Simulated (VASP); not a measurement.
# Pt (Fm-3m) in VASP: further runs

The runs below take Pt through relaxation of cell and atoms, single point, with LDA.

Everything below comes from runs of VASP 6.6.1. Logs are shortened: lines on timing, memory, paths and dates and some standing lists are left out, and cuts for length are marked.

### 1 The cell of the first run

Symmetry: Fm-3m, No. 225, cubic system. Conventional cell: a = 3.943 Å, b = 3.943 Å, c = 3.943 Å, α = 90.00°, β = 90.00°, γ = 90.00°. Pt (site symmetry m-3m) has 12 Pt at 2.79 Å within 3.7 Å.

### 2 Relaxation of cell and atoms, LDA

INCAR

```
ALGO     = Normal         # electronic algorithm
EDIFF    = 1E-6           # SCF threshold, eV
EDIFFG   = -0.05          # ionic threshold
ENCUT    = 600            # plane-wave cutoff, eV
IBRION   = 2              # ionic algorithm
ISIF     = 3              # what is computed and relaxed
ISMEAR   = 0              # smearing method
LASPH    = True           # aspherical terms in the spheres
LCHARG   = False          # write CHGCAR
LREAL    = False          # projectors in reciprocal space
LWAVE    = False          # write WAVECAR
NELM     = 80             # most SCF steps
NSW      = 100            # ionic steps
PREC     = Accurate       # precision mode
SIGMA    = 0.1            # smearing width, eV
```

KPOINTS

```
k-points
0
Gamma
  8 8 8
```

POSCAR

```
Pt
1.0
    0.0000000000      1.9715751800      1.9715751800
    1.9715751800      0.0000000000      1.9715751800
    1.9715751800      1.9715751800      0.0000000000
Pt
1
Direct
    0.0000000000      0.0000000000      0.0000000000
```

Potentials or basis: VASP PAW LDA potentials, release 64 (Pt).

Run with:

```
$ cat potpaw_LDA.64/Pt/POTCAR > POTCAR
$ mpirun -np 1 vasp_std > vasp.out
```

OUTCAR:

```text
EDIFF = 1E-6
   EDIFFG = -0.05
   ENCUT = 600
   IBRION = 2
   ISIF = 3
   ISMEAR = 0
   LASPH = True
   LREAL = False
   NELM = 80
   NSW = 100
   PREC = Accurate

 ion  position               nearest neighbor table
   1  0.000  0.000  0.000-

  LATTYP: Found a face centered cubic cell.
 ALAT       =     3.9431503600

  Lattice vectors:

 A1 = (   0.0000000000,   1.9715751800,   1.9715751800)
 A2 = (   1.9715751800,   0.0000000000,   1.9715751800)
 A3 = (   1.9715751800,   1.9715751800,   0.0000000000)

Analysis of symmetry for initial positions (statically):
=====================================================================
 Subroutine PRICEL returns:
 Original cell was already a primitive cell.

 Routine SETGRP: Setting up the symmetry group for a
 face centered cubic supercell.

 Subroutine GETGRP returns: Found 48 space group operations
 (whereof 48 operations were pure point group operations)
 out of a pool of 48 trial point group operations.

The static configuration has the point symmetry O_h .

Analysis of symmetry for dynamics (positions and initial velocities):
=====================================================================
 Subroutine PRICEL returns:
 Original cell was already a primitive cell.

 Routine SETGRP: Setting up the symmetry group for a
 face centered cubic supercell.

 Subroutine GETGRP returns: Found 48 space group operations
 (whereof 48 operations were pure point group operations)
 out of a pool of 48 trial point group operations.

The dynamic configuration has the point symmetry O_h .

 Subroutine INISYM returns: Found 48 space group operations
 (whereof 48 operations are pure point group operations),
 and found     1 'primitive' translations

----------------------------------------------------------------------------------------

                                     Primitive cell

  volume of cell :      15.3275

  direct lattice vectors                    reciprocal lattice vectors
     0.000000000  1.971575180  1.971575180    -0.253604329  0.253604329  0.253604329
     1.971575180  0.000000000  1.971575180     0.253604329 -0.253604329  0.253604329
     1.971575180  1.971575180  0.000000000     0.253604329  0.253604329 -0.253604329

  length of vectors
     2.788228359  2.788228359  2.788228359     0.439255582  0.439255582  0.439255582

  position of ions in fractional coordinates (direct lattice)
     0.000000000  0.000000000  0.000000000

  ion indices of the primitive-cell ions
   primitive index   ion index
                 1           1

----------------------------------------------------------------------------------------

 KPOINTS: k-points

Automatic generation of k-mesh.
 Grid dimensions read from file:
 generate k-points for:    8    8    8

 Generating k-lattice:

  Cartesian coordinates                     Fractional coordinates (reciprocal lattice)
    -0.031700541  0.031700541  0.031700541     0.125000000  0.000000000  0.000000000
     0.031700541 -0.031700541  0.031700541     0.000000000  0.125000000  0.000000000
     0.031700541  0.031700541 -0.031700541     0.000000000  0.000000000  0.125000000

  Length of vectors
     0.054906948  0.054906948  0.054906948

  Shift w.r.t. Gamma in fractional coordinates (k-lattice)
     0.000000000  0.000000000  0.000000000

 Subroutine IBZKPT returns following result:
 ===========================================

 Found     29 irreducible k-points:

 Following reciprocal coordinates:
            Coordinates               Weight
  0.000000  0.000000  0.000000      1.000000
  0.125000  0.000000  0.000000      8.000000
  0.250000  0.000000  0.000000      8.000000
  0.375000  0.000000  0.000000      8.000000
  0.500000  0.000000  0.000000      4.000000
  0.125000  0.125000  0.000000      6.000000
[... 16 lines left out ...]
  0.500000  0.250000  0.125000     48.000000
 -0.375000  0.250000  0.125000     24.000000
 [... further k-points ...]
   k-points           NKPTS =     29   k-points in BZ     NKDIM =     29   number of bands    NBANDS=      9
   number of dos      NEDOS =    301   number of ions     NIONS =      1
   total plane-waves  NPLWV =  13824
   dimension x,y,z NGX =    24 NGY =   24 NGZ =   24
   dimension x,y,z NGXF=    48 NGYF=   48 NGZF=   48
   ions per type =               1
   NGX,Y,Z   is equivalent  to a cutoff of  14.31, 14.31, 14.31 a.u.
   NGXF,Y,Z  is equivalent  to a cutoff of  28.62, 28.62, 28.62 a.u.
 SYSTEM =  unknown system
   PREC   = accura    normal or accurate (medium, high low for compatibility)
   ISTART =      0    job   : 0-new  1-cont  2-samecut
   ICHARG =      2    charge: 1-file 2-atom 10-const
   ISPIN  =      1    spin polarized calculation?
   LNONCOLLINEAR =      F non collinear calculations
   LSORBIT =      F    spin-orbit coupling
   LASPH  =      T    aspherical Exc in radial PAW
   ENCUT  =  600.0 eV  44.10 Ry    6.64 a.u.   5.57  5.57  5.57*2*pi/ulx,y,z
   NELM   =     80;   NELMIN=  2; NELMDL= -5     # of ELM steps
   EDIFF  = 0.1E-05   stopping-criterion for ELM
   LREAL  =      F    real-space projection
   EDIFFG = -.5E-01   stopping-criterion for IOM
   NSW    =    100    number of steps for IOM
   IBRION =      2    ionic relax: 0-MD 1-quasi-New 2-CG
   NFREE  =      1    steps in history (QN), initial steepest desc. (CG)
   ISIF   =      3    stress and relaxation
   ISYM   =      2    0-nonsym 1-usesym 2-fastsym
   POTIM  = 0.5000    time-step for ionic-motion
   TEBEG  =    0.0;   TEEND  =   0.0 temperature during run
   PSTRESS=    0.0 pullay stress
   NELECT =      10.0000    total number of electrons
   NUPDOWN=      -1.0000    fix difference up-down
   EMIN   =  10.00;   EMAX   =-10.00  energy-range for DOS
   EFERMI =   0.00;   METHOD = LEGACY
   ISMEAR =     0;   SIGMA  =   0.10  broadening in eV -4-tet -1-fermi 0-gaus
   EFERMI_NEDOS =   21; number of points for ismear=-14 and -15
   IALGO  =     38    algorithm
   IMIX   =      4    mixing-type and parameters
     AMIX     =   0.40;   BMIX     =  1.00
     AMIX_MAG =   1.60;   BMIX_MAG =  1.00
  volume/ion in A,a.u.               =      15.33       103.43
  Fermi-wavevector in a.u.,A,eV,Ry     =   1.419880  2.683183 27.430132  2.016058
  Thomas-Fermi vector in A             =   2.540854
   LORBIT       =      0    0 simple, 1 ext, 2 COOP (PROOUT), +10 PAW based schemes
   GGA     = CA    functional components
   LHFCALC =     F    Hartree Fock is set to
   AEXX    =    0.0000 exact exchange contribution
   IVDW    =     0    specifies the selected vdW correction
   LEPSILON=     F    determine dielectric tensor
   LRPA    =     F    only Hartree local field effects (RPA)
 conjugate gradient relaxation of ions
 non-spin polarized calculation
 Gauss-broadening in eV      SIGMA  =   0.10
  energy-cutoff  :      600.00
  volume of cell :       15.33
 maximum number of plane-waves:       531
 NGX is ok and might be reduce to    24
   NGX = 11   NGY = 11   NGZ = 11

--------------------------------------- Ionic step        1  -------------------------------------------

 number of electron      10.0000001 magnetization

 Free energy of the ion-electron system (eV)
  ---------------------------------------------------
  ext. energy  EPLUGINS =         0.00000000
  ---------------------------------------------------
  free energy    TOTEN  =        -7.47926701 eV

  energy without entropy =       -7.47000587  energy(sigma->0) =       -7.47463644

------------------------ aborting loop because EDIFF is reached ----------------------------------------

  FORCE on cell =-STRESS in cart. coord.  units (eV):
  Direction    XX          YY          ZZ          XY          YZ          ZX
  --------------------------------------------------------------------------------------
  -------------------------------------------------------------------------------------
  Total       -0.9965906     -0.9965906     -0.9965906      0.0000000      0.0000000      0.0000000
  in kB     -104.1735179   -104.1735179   -104.1735179      0.0000000      0.0000000      0.0000000
  external PRESSURE =    -104.1735179 kB  Pullay stress =       0.0000000 kB
[... 55 lines left out ...]
  energy  without entropy=       -7.2926302478  energy(sigma->0) =       -7.29615909

--------------------------------------- Ionic step        3  -------------------------------------------

 number of electron       9.9999999 magnetization

 Free energy of the ion-electron system (eV)
  ---------------------------------------------------
  ext. energy  EPLUGINS =         0.00000000
  ---------------------------------------------------
  free energy    TOTEN  =        -7.49807298 eV

  energy without entropy =       -7.48938936  energy(sigma->0) =       -7.49373117

 E-fermi :  11.4536     XC(G=0): -13.8042

 val. band max:       11.2978996005   @ k =  -0.3750   0.3750   0.0000
 cond. band min:      11.4549496667   @ k =  -0.2500   0.1250   0.0000
 fundamental gap:      0.1570500662
 Fermi energy:        11.4536104420

 k-point     1 :       0.0000    0.0000    0.0000
  band No.  band energies     occupation
      1       1.0565      2.00000
      2       7.5518      2.00000
      3       7.5518      2.00000
      4       7.5518      2.00000
      5       9.8081      2.00000
      6       9.8081      2.00000
      7      26.0888      0.00000
      8      31.1169      0.00000
      9      31.1169      0.00000
[... 265 lines left out ...]
 k-point    24 :      -0.3750    0.2500    0.1250
  band No.  band energies     occupation
      1       5.2494      2.00000
      2       6.5064      2.00000
      3       7.9198      2.00000
      4       8.7033      2.00000
      5      11.2850      1.98288
      6      15.9881      0.00000
      7      17.1165      0.00000
      8      26.3977      0.00000
      9      26.7150      0.00000

 [... further k-points ...]
[... 5 lines left out ...]
  --------------------------------------------------------------------------------------
  -------------------------------------------------------------------------------------
  Total       -0.0469745     -0.0469745     -0.0469745      0.0000000      0.0000000      0.0000000
  in kB       -5.0872474     -5.0872474     -5.0872474      0.0000000      0.0000000      0.0000000
  external PRESSURE =      -5.0872474 kB  Pullay stress =       0.0000000 kB
[... 16 lines left out ...]
  FREE ENERGIE OF THE ION-ELECTRON SYSTEM (eV)
  ---------------------------------------------------
  free  energy   TOTEN  =        -7.4980729840 eV

  energy  without entropy=       -7.4893893619  energy(sigma->0) =       -7.49373117

 reached required accuracy - stopping structural energy minimisation
```

It took 7.4 s on 1 thread of Intel Xeon Platinum 8488C (Sapphire Rapids), shared host; peak memory 0.15 GiB.

Results:

| Quantity | Value |
| --- | --- |
| Free energy | -7.4981 eV |
| Relaxed volume | 14.79 Å³/atom |
| Relaxed cell | a = 2.756 Å, b = 2.756 Å, c = 2.756 Å, α = 60.00°, β = 60.00°, γ = 60.00° |
| Space group after relaxing (to 0.05 Å) | Fm-3m (No. 225) |
| Energy gained by relaxing | 18.8 meV/atom |
| Ionic steps | 3 |
| Pressure after relaxing | -0.5 GPa |
| Band gap on the k mesh | zero (band 5 reaches 12.00 eV, above the bottom of band 6 at 9.70 eV) |

The path:
```csv
step,energy change (eV),largest force (eV/Å),pressure (GPa),volume (Å³)
1,0.0000,0.0000,-10.42,15.33
2,0.1796,0.0000,46.08,13.22
3,-0.0188,0.0000,-0.51,14.79
```

Final structure:
```xyz
1
Lattice="0.0000 1.9484 1.9484 1.9484 0.0000 1.9484 1.9484 1.9484 0.0000" Properties=species:S:1:pos:R:3 pbc="T T T"
Pt    0.0000    0.0000    0.0000
```

Levels at points of the mesh, in eV from the Fermi level:
```tsv
k point	band 1	band 2	band 3	band 4	band 5	band 6	band 7	band 8	band 9
(0.00, 0.00, 0.00)	-10.40	-3.90	-3.90	-3.90	-1.65	-1.65	14.64	19.66	19.66
(0.50, 0.00, 0.00)	-7.51	-3.96	-3.96	-0.49	0.08	0.08	6.02	14.21	19.09
(0.50, 0.50, 0.00)	-7.26	-6.81	0.06	0.54	0.54	1.79	9.12	11.46	11.46
```

Caveat: spin-orbit coupling is left out, which moves the levels of the heavy elements.

### 3 Single point, LDA

This run uses another cell than the first one, of 14.75 Å³/atom, 0.963 times its volume.

INCAR

```
PREC     = Accurate       # precision mode
ENCUT    = 520            # plane-wave cutoff, eV
EDIFF    = 1E-6           # SCF threshold, eV
ISMEAR   = 0              # smearing method
SIGMA    = 0.1            # smearing width, eV
LREAL    = F              # projectors in reciprocal space
LASPH    = T              # aspherical terms in the spheres
NELM     = 60             # most SCF steps
ALGO     = Normal         # electronic algorithm
ISIF     = 2              # what is computed and relaxed
LWAVE    = F              # write WAVECAR
LCHARG   = F              # write CHGCAR
GGA      = CA             # functional
NBANDS   = 11             # bands
```

KPOINTS

```
Automatic mesh
0
Gamma
  16 16 16
```

POSCAR

```
Pt
1.0
    0.0000000000      1.9466910575      1.9466910575
    1.9466910575      0.0000000000      1.9466910575
    1.9466910575      1.9466910575      0.0000000000
Pt
1
Direct
    0.0000000000      0.0000000000      0.0000000000
```

Potentials or basis: VASP PAW LDA potentials, release 64 (Pt).

Run with:

```
$ cat potpaw_LDA.64/Pt/POTCAR > POTCAR
$ mpirun -np 1 vasp_std > vasp.out
```

Run time: 12 s. Hardware: 1 thread of Intel Xeon Platinum 8488C (Sapphire Rapids), shared host; peak memory 0.13 GiB.

The run converged. Its results:

```yaml
Free_energy: -7.5088 eV
Pressure: 0.8 GPa
Band_gap_on_the_k_mesh: zero (band 5 reaches 12.08 eV, above the bottom of band 6 at 9.78 eV)
```

Levels at points of the mesh, in eV from the Fermi level:
```tsv
k point	band 3	band 4	band 5	band 6	band 7	band 8
(0.00, 0.00, 0.00)	-3.94	-3.94	-1.67	-1.67	14.58	19.62
(0.50, 0.00, 0.00)	-4.00	-0.55	0.07	0.07	6.02	14.15
(0.50, 0.50, 0.00)	0.05	0.53	0.53	1.74	9.13	11.43
```

Caveat: spin-orbit coupling is left out, which moves the levels of the heavy elements.

### 4 Single point, LDA

This run uses another cell than the first one, of 14.79 Å³/atom, 0.965 times its volume.

INCAR

```
ALGO = Normal
EDIFF = 1E-6
ENCUT = 520
GGA = CA
ISIF = 2
ISMEAR = -1
LASPH = True
LCHARG = True
LELF = True
LREAL = False
LVHAR = True
LWAVE = False
NBANDS = 11
NELM = 80
PREC = Accurate
SIGMA = 0.15
```

KPOINTS

```
k-points
0
Gamma
  16 16 16
```

POSCAR

```
Pt
1.0
    0.0000000000      1.9484237383      1.9484237383
    1.9484237383      0.0000000000      1.9484237383
    1.9484237383      1.9484237383      0.0000000000
Pt
1
Direct
    0.0000000000      0.0000000000      0.0000000000
```

Run with:

```
$ cat potpaw_LDA.64/Pt/POTCAR > POTCAR
$ mpirun -np 1 vasp_std > vasp.out
```

Wall time 11 s (1 thread of Intel Xeon Platinum 8488C (Sapphire Rapids), shared host); peak memory 0.13 GiB.

Results (log left out):

| Property | Result |
| --- | --- |
| Free energy | -7.5663 eV |
| Pressure | 0.8 GPa |
| Band gap on the k mesh | zero (band 5 reaches 12.03 eV, above the bottom of band 6 at 9.73 eV) |

Levels at points of the mesh, in eV from the Fermi level:
```
           k point  band 3  band 4  band 5  band 6  band 7  band 8
(0.00, 0.00, 0.00)   -3.95   -3.95   -1.69   -1.69   14.55   19.58
(0.50, 0.00, 0.00)   -4.01   -0.58    0.03    0.03    5.96   14.12
(0.50, 0.50, 0.00)    0.01    0.50    0.50    1.71    9.06   11.38
```

Caveat: spin-orbit coupling is left out, which moves the levels of the heavy elements.

### 5 Relaxation of cell and atoms, LDA

This run uses another cell than the first one, of 14.73 Å³/atom, 0.961 times its volume.

INCAR

```
SYSTEM = Pt
PREC     = Accurate       ! precision mode
ENCUT    = 600            ! plane-wave cutoff, eV
EDIFF    = 1E-6           ! SCF threshold, eV
ISMEAR   = 0              ! smearing method
SIGMA    = 0.1            ! smearing width, eV
LREAL    = .False.        ! projectors in reciprocal space
LASPH    = .True.         ! aspherical terms in the spheres
NELM     = 80             ! most SCF steps
ALGO     = Normal         ! electronic algorithm
ISIF     = 3              ! what is computed and relaxed
LWAVE    = .False.        ! write WAVECAR
LCHARG   = .False.        ! write CHGCAR
GGA      = CA             ! functional
IBRION   = 2              ! ionic algorithm
NSW      = 100            ! ionic steps
EDIFFG   = -0.002         ! ionic threshold
```

KPOINTS

```
Automatic mesh
0
Gamma
  16 16 16
  0 0 0
```

POSCAR

```
Pt
1.0
    0.0000000000      1.9456319019      1.9456319019
    1.9456319019      0.0000000000      1.9456319019
    1.9456319019      1.9456319019      0.0000000000
Pt
1
Direct
    0.0000000000      0.0000000000      0.0000000000
```

Run with:

```
$ cat potpaw_LDA.64/Pt/POTCAR > POTCAR
$ mpirun -np 1 vasp_std > vasp.out
```

Wall time 20 s (1 thread of Intel Xeon Platinum 8488C (Sapphire Rapids), shared host); peak memory 0.15 GiB.

The run converged. Its results:

```yaml
Free_energy: -7.5090 eV
Relaxed_volume: 14.80 Å³/atom
Relaxed_cell: a = 2.756 Å, b = 2.756 Å, c = 2.756 Å, α = 60.00°, β = 60.00°, γ = 60.00°
Space_group_after_relaxing_to_0.05_Å: Fm-3m (No. 225)
Energy_gained_by_relaxing: 0.3 meV/atom
Ionic_steps: 3
Pressure_after_relaxing: 0.0 GPa
Band_gap_on_the_k_mesh: zero (band 5 reaches 12.02 eV, above the bottom of band 6 at 9.73 eV)
```

Step by step:
```tsv
step	energy change (eV)	largest force (eV/Å)	pressure (GPa)	volume (Å³)
1	0.0000	0.0000	1.41	14.73
2	0.0025	0.0000	-4.19	15.01
3	-0.0003	0.0000	0.00	14.80
```

Final structure:
```cif
data_structure
_symmetry_space_group_name_H-M 'P 1'
_symmetry_Int_Tables_number 1
_cell_length_a 2.7557
_cell_length_b 2.7557
_cell_length_c 2.7557
_cell_angle_alpha 60.000
_cell_angle_beta 60.000
_cell_angle_gamma 60.000
_cell_volume 14.80
loop_
_atom_site_label
_atom_site_type_symbol
_atom_site_fract_x
_atom_site_fract_y
_atom_site_fract_z
_atom_site_occupancy
Pt1 Pt 0.00000 0.00000 0.00000 1
```

Levels at points of the mesh, in eV from the Fermi level:
```tsv
k point	band 3	band 4	band 5	band 6	band 7	band 8
(0.00, 0.00, 0.00)	-3.92	-3.92	-1.66	-1.66	14.59	19.62
(0.50, 0.00, 0.00)	-3.98	-0.54	0.07	0.07	5.99	14.16
(0.50, 0.50, 0.00)	0.05	0.53	0.53	1.75	9.10	11.42
```

Caveat: spin-orbit coupling is left out, which moves the levels of the heavy elements.

(Continued in part 2 of 2.)
